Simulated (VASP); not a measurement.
# GaSb (F-43m) in VASP: notebook, part 2 of 2

VASP 6.6.1. Earlier steps stand in the parts before.

## Step 5: Single point, HSE06

POSCAR reads:

```
GaSb
1.0
    0.0000000000      3.0658848221      3.0658848221
    3.0658848221      0.0000000000      3.0658848221
    3.0658848221      3.0658848221      0.0000000000
Ga Sb
1 1
Direct
    0.0000000000      0.0000000000      0.0000000000
    0.2500000000      0.2500000000      0.2500000000
```

INCAR.step1 reads:

```
SYSTEM = GaSb
PREC = Accurate
ENCUT = 520
EDIFF = 1E-5
ISMEAR = 1
SIGMA = 0.05
LREAL = .FALSE.
LASPH = .TRUE.
NELM = 100
ALGO = Normal
ISIF = 2
LWAVE = .TRUE.
LCHARG = .FALSE.
GGA = PE
NBANDS = 16
```

INCAR.step2 reads:

```
SYSTEM = GaSb
PREC = Accurate
ENCUT = 520
EDIFF = 1E-6
ISMEAR = 1
SIGMA = 0.05
LREAL = .FALSE.
LASPH = .TRUE.
NELM = 100
ALGO = Normal
ISIF = 2
LWAVE = .FALSE.
LCHARG = .FALSE.
GGA = PE
LHFCALC = .TRUE.
HFSCREEN = 0.2079
PRECFOCK = Normal
ISTART = 1
NBANDS = 16
```

KPOINTS reads:

```
Automatic mesh
0
G
  4 4 4
  0 0 0
```

Potentials or basis: VASP PAW PBE potentials, release 64 (Ga_d, Sb).

Started as:

```sh
$ cat potpaw_PBE.64/Ga_d/POTCAR potpaw_PBE.64/Sb/POTCAR > POTCAR
$ cp INCAR.step1 INCAR
$ mpirun -np 1 vasp_std > vasp.out
$ cp INCAR.step2 INCAR
$ mpirun -np 1 vasp_std > vasp.out
```

OUTCAR:

```text
SYSTEM = GaSb
   PREC = Accurate
   ENCUT = 520
   EDIFF = 1E-6
   ISMEAR = 1
   LREAL = .FALSE.
   LASPH = .TRUE.
   NELM = 100
   ISIF = 2
   GGA = PE
   LHFCALC = .TRUE.
   HFSCREEN = 0.2079
   PRECFOCK = Normal
   ISTART = 1

 ion  position               nearest neighbor table
   1  0.000  0.000  0.000-   2 2.66   2 2.66   2 2.66   2 2.66
   2  0.250  0.250  0.250-   1 2.66   1 2.66   1 2.66   1 2.66

  LATTYP: Found a face centered cubic cell.
 ALAT       =     6.1317696442

  Lattice vectors:

 A1 = (   0.0000000000,   3.0658848221,   3.0658848221)
 A2 = (   3.0658848221,   0.0000000000,   3.0658848221)
 A3 = (   3.0658848221,   3.0658848221,   0.0000000000)

Analysis of symmetry for initial positions (statically):
=====================================================================
 Subroutine PRICEL returns:
 Original cell was already a primitive cell.

 Routine SETGRP: Setting up the symmetry group for a
 face centered cubic supercell.

 Subroutine GETGRP returns: Found 24 space group operations
 (whereof 24 operations were pure point group operations)
 out of a pool of 48 trial point group operations.

The static configuration has the point symmetry T_d .

Analysis of symmetry for dynamics (positions and initial velocities):
=====================================================================
 Subroutine PRICEL returns:
 Original cell was already a primitive cell.

 Routine SETGRP: Setting up the symmetry group for a
 face centered cubic supercell.

 Subroutine GETGRP returns: Found 24 space group operations
 (whereof 24 operations were pure point group operations)
 out of a pool of 48 trial point group operations.

The dynamic configuration has the point symmetry T_d .

 Subroutine INISYM returns: Found 24 space group operations
 (whereof 24 operations are pure point group operations),
 and found     1 'primitive' translations

----------------------------------------------------------------------------------------

                                     Primitive cell

  volume of cell :      57.6365

  direct lattice vectors                    reciprocal lattice vectors
     0.000000000  3.065884822  3.065884822    -0.163085057  0.163085057  0.163085057
     3.065884822  0.000000000  3.065884822     0.163085057 -0.163085057  0.163085057
     3.065884822  3.065884822  0.000000000     0.163085057  0.163085057 -0.163085057

  length of vectors
     4.335815896  4.335815896  4.335815896     0.282471604  0.282471604  0.282471604

  position of ions in fractional coordinates (direct lattice)
     0.000000000  0.000000000  0.000000000
     0.250000000  0.250000000  0.250000000

  ion indices of the primitive-cell ions
   primitive index   ion index
                 1           1
                 2           2

----------------------------------------------------------------------------------------

 KPOINTS: Automatic mesh

Automatic generation of k-mesh.
 Grid dimensions read from file:
 generate k-points for:    4    4    4

 Generating k-lattice:

[... 21 lines left out ...]
  0.250000  0.250000  0.000000      6.000000
  0.500000  0.250000  0.000000     24.000000
 -0.250000  0.250000  0.000000     12.000000
  0.500000  0.500000  0.000000      3.000000
 -0.250000  0.500000  0.250000      6.000000
   k-points           NKPTS =      8   k-points in BZ     NKDIM =     64   number of bands    NBANDS=     16
   number of dos      NEDOS =    301   number of ions     NIONS =      2
   total plane-waves  NPLWV =  32768
   dimension x,y,z NGX =    32 NGY =   32 NGZ =   32
   dimension x,y,z NGXF=    64 NGYF=   64 NGZF=   64
   ions per type =               1   1
   NGX,Y,Z   is equivalent  to a cutoff of  12.27, 12.27, 12.27 a.u.
   NGXF,Y,Z  is equivalent  to a cutoff of  24.54, 24.54, 24.54 a.u.
 SYSTEM =  GaSb
   PREC   = accura    normal or accurate (medium, high low for compatibility)
   ISTART =      1    job   : 0-new  1-cont  2-samecut
   ICHARG =      0    charge: 1-file 2-atom 10-const
   ISPIN  =      1    spin polarized calculation?
   LNONCOLLINEAR =      F non collinear calculations
   LSORBIT =      F    spin-orbit coupling
   LASPH  =      T    aspherical Exc in radial PAW
   ENCUT  =  520.0 eV  38.22 Ry    6.18 a.u.   8.06  8.06  8.06*2*pi/ulx,y,z
   NELM   =    100;   NELMIN=  2; NELMDL=  0     # of ELM steps
   EDIFF  = 0.1E-05   stopping-criterion for ELM
   LREAL  =      F    real-space projection
   EDIFFG = 0.1E-04   stopping-criterion for IOM
   NSW    =      0    number of steps for IOM
   IBRION =     -1    ionic relax: 0-MD 1-quasi-New 2-CG
   NFREE  =      0    steps in history (QN), initial steepest desc. (CG)
   ISIF   =      2    stress and relaxation
   ISYM   =      3    0-nonsym 1-usesym 2-fastsym
   POTIM  = 0.5000    time-step for ionic-motion
   TEBEG  =    0.0;   TEEND  =   0.0 temperature during run
   PSTRESS=    0.0 pullay stress
   NELECT =      18.0000    total number of electrons
   NUPDOWN=      -1.0000    fix difference up-down
   EMIN   =  10.00;   EMAX   =-10.00  energy-range for DOS
   EFERMI =   0.00;   METHOD = LEGACY
   ISMEAR =     1;   SIGMA  =   0.05  broadening in eV -4-tet -1-fermi 0-gaus
   EFERMI_NEDOS =   21; number of points for ismear=-14 and -15
   IALGO  =     38    algorithm
   IMIX   =      1    mixing-type and parameters
     AMIX     =   0.40;   BMIX     =  1.00
     AMIX_MAG =   1.60;   BMIX_MAG =  1.00
  volume/ion in A,a.u.               =      28.82       194.48
  Fermi-wavevector in a.u.,A,eV,Ry     =   1.110708  2.098933 16.785125  1.233672
  Thomas-Fermi vector in A             =   2.247263
   LORBIT       =      0    0 simple, 1 ext, 2 COOP (PROOUT), +10 PAW based schemes
   GGA     = PE    functional components
   LHFCALC =     T    Hartree Fock is set to
   PRECFOCK=normal    Normal, Fast or Accurate (Low or Medium for compatibility)
   ENCUT4O =  -1.0   cutoff for four orbital integrals eV
   NKREDX  =     1    reduce k-point grid by
   NKREDY  =     1    reduce k-point grid by
   NKREDZ  =     1    reduce k-point grid by
   AEXX    =    0.2500 exact exchange contribution
   HFSCREEN=    0.2079 screening length (either q_TF or 0.3 A-1)
   HFSCREENC=   0.2079 screening length for correlation (either q_TF or 0.3 A-1)
   ENCUTFOCK=  -1.0 apply spherical cutoff to Coloumb kernel
   IVDW    =     0    specifies the selected vdW correction
   LEPSILON=     F    determine dielectric tensor
   LRPA    =     F    only Hartree local field effects (RPA)
 non-spin polarized calculation
 Methfessel and Paxton  Order N= 1 SIGMA  =   0.05
  energy-cutoff  :      520.00
  volume of cell :       57.64
 maximum number of plane-waves:      1572
  NGX = 28; NGY = 28; NGZ = 28

 number of electron      17.9999989 magnetization

 Free energy of the ion-electron system (eV)
  ---------------------------------------------------
  ext. energy  EPLUGINS =         0.00000000
  ---------------------------------------------------
  free energy    TOTEN  =        -8.78175777 eV

  energy without entropy =       -8.78189366  energy(sigma->0) =       -8.78180307

 E-fermi :   4.4522     XC(G=0):  -7.5369

 val. band max:        4.4100774791   @ k =   0.0000   0.0000   0.0000
 cond. band min:       5.2554243377   @ k =   0.0000   0.0000   0.0000
 fundamental gap:      0.8453468586
 Fermi energy:         4.4521681763

 k-point     1 :       0.0000    0.0000    0.0000
  band No.  band energies     occupation
      1     -13.2469      2.00000
      2     -13.2469      2.00000
      3     -13.2469      2.00000
      4     -13.1962      2.00000
      5     -13.1962      2.00000
      6      -8.0676      2.00000
[... 129 lines left out ...]
      3     -13.2263      2.00000
      4     -13.2014      2.00000
      5     -13.1959      2.00000
      6      -5.3178      2.00000
[... 8 lines left out ...]
     15      15.5118      0.00000
     16      16.9056      0.00000

------------------------ aborting loop because EDIFF is reached ----------------------------------------

  FORCE on cell =-STRESS in cart. coord.  units (eV):
  Direction    XX          YY          ZZ          XY          YZ          ZX
  --------------------------------------------------------------------------------------
  -------------------------------------------------------------------------------------
  Total       -0.0285068     -0.0285068     -0.0285068      0.0000000      0.0000000      0.0000000
  in kB       -0.7924304     -0.7924304     -0.7924304      0.0000000      0.0000000      0.0000000
  external PRESSURE =      -0.7924304 kB  Pullay stress =       0.0000000 kB

 VOLUME and BASIS-vectors are now :
 -----------------------------------------------------------------------------
  energy-cutoff  :      520.00
  volume of cell :       57.64
      direct lattice vectors                 reciprocal lattice vectors
     0.000000000  3.065884822  3.065884822    -0.163085057  0.163085057  0.163085057
     3.065884822  0.000000000  3.065884822     0.163085057 -0.163085057  0.163085057
     3.065884822  3.065884822  0.000000000     0.163085057  0.163085057 -0.163085057

 POSITION                                       TOTAL-FORCE (eV/Angst)
 -----------------------------------------------------------------------------------
      0.00000      0.00000      0.00000        -0.000000      0.000000     -0.000000
      1.53294      1.53294      1.53294         0.000000     -0.000000      0.000000
 -----------------------------------------------------------------------------------
    total drift:                                0.000039     -0.000005      0.000010

  FREE ENERGIE OF THE ION-ELECTRON SYSTEM (eV)
  ---------------------------------------------------
  free  energy   TOTEN  =        -8.7817577716 eV

  energy  without entropy=       -8.7818936600  energy(sigma->0) =       -8.78180307
```

Wall time 5.9 min (1 thread of Intel Xeon 6975P-C (Granite Rapids), shared host); peak memory 0.3 GiB.

What came out:

* Free energy: -8.7818 eV
* Pressure: -0.1 GPa
* Band gap on the k mesh: 0.85 eV, direct

Caveat: the k points lie up to 0.44 Å⁻¹ apart; the PAW data sets were made with another functional, which shifts forces and pressure a little; spin-orbit coupling is left out, which moves the levels of the heavy elements. A k mesh can miss the band edges.

## Step 6: Overview

| level | smearing | share of exact exchange | screening parameter | gap on the mesh (eV) | pressure (GPa) |
| --- | --- | --- | --- | --- | --- |
| PBE-based global hybrid | fermi-dirac 0.02 eV | 0.5 | - | 3.47 | -4.0 |
| PBE-based screened hybrid | fermi-dirac 0.02 eV | 0.35 | 0.3 1/Å | 1.01 | -0.7 |
| PBE0 | fermi-dirac 0.02 eV | - | - | 1.54 | -0.4 |
| HSE06 | methfessel-paxton 0.05 eV | - | 0.2079 1/Å | 0.85 | -0.1 |

Alike in all rows: task single point; potentials or basis VASP PAW PBE potentials, release 64 (Ga_d, Sb); no spin polarisation; cell as given; k mesh 4 × 4 × 4; cutoff (eV) 520.

Caveats: all runs use coarse meshes; the PAW data sets were made with another functional, which shifts forces and pressure a little; spin-orbit coupling is left out, which moves the levels of the heavy elements.

Absolute energies hang on the potentials; compare differences alone.
